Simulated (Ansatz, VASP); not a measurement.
## Two plane-wave programs on KBr

File POSCAR:

```
KBr
1.0
    0.0000000000      3.2945409698      3.2945409698
    3.2945409698      0.0000000000      3.2945409698
    3.2945409698      3.2945409698      0.0000000000
K Br
1 1
Direct
    0.0000000000      0.0000000000      0.0000000000
    0.5000000000      0.5000000000      0.5000000000
```

Contents of INCAR.step1:

```
PREC = Accurate
ENCUT = 520
ISMEAR = -1
SIGMA = 0.02
LREAL = False
LASPH = True
NELM = 100
NBANDS = 15
GGA = PE
ALGO = Normal
EDIFF = 1E-4
LWAVE = True
LCHARG = False
```

File INCAR.step2:

```
PREC = Accurate
ENCUT = 520
EDIFF = 1E-8
ISMEAR = -1
SIGMA = 0.02
LREAL = False
LASPH = True
NELM = 100
ALGO = Normal
ISIF = 2
LWAVE = False
LCHARG = False
METAGGA = R2SCAN
LMIXTAU = True
LEFG = True
NBANDS = 15
ISTART = 1
```

KPOINTS

```
regular mesh
0
Gamma
  7 7 7
```

Input for Ansatz:

```yaml
crystal:
  lattice:
    - [0.0, 3.2945409698, 3.2945409698]
    - [3.2945409698, 0.0, 3.2945409698]
    - [3.2945409698, 3.2945409698, 0.0]
  atoms:
    - { symbol: K, position: [0.0, 0.0, 0.0] }
    - { symbol: Br, position: [0.5, 0.5, 0.5] }
kpoints:
  mp_grid: { grid: [7, 7, 7] }
scf:
  occupations: { method: fermi_dirac, width: 0.02 }
hamiltonian:
  xc: r2scan
  pseudopotentials: { kind: paw }
output:
  forces: true
  stress: true
  eigenvalues: true
  efg: { contact_densities: true }
  write_density: true
  write_potential: true
  elf: true
  volumetric_format: npy
basis:
  ecutwfc: 500
```

Alike in both runs: task electric field gradients; functional r2SCAN; k mesh 7 × 7 × 7; occupations fermi-dirac, width 0.02 eV; no spin polarisation.

```csv
,VASP,Ansatz
version,VASP 6.6.1,Ansatz 0.2.0
potentials or method,"VASP PAW PBE potentials, release 64 (K_sv, Br), cutoff 520 eV","PAW with Ansatz's default frozen-core files, scalar-relativistic"
valence electrons in the cell,16,16
```

```tsv
	VASP	Ansatz	Ansatz less VASP
gap on the k mesh at the Fermi level (eV)	5.09	5.09	-0.002
pressure (GPa)	0.1	0.1	0.00
```

VASP's potentials were made for PBE, not for r2SCAN.
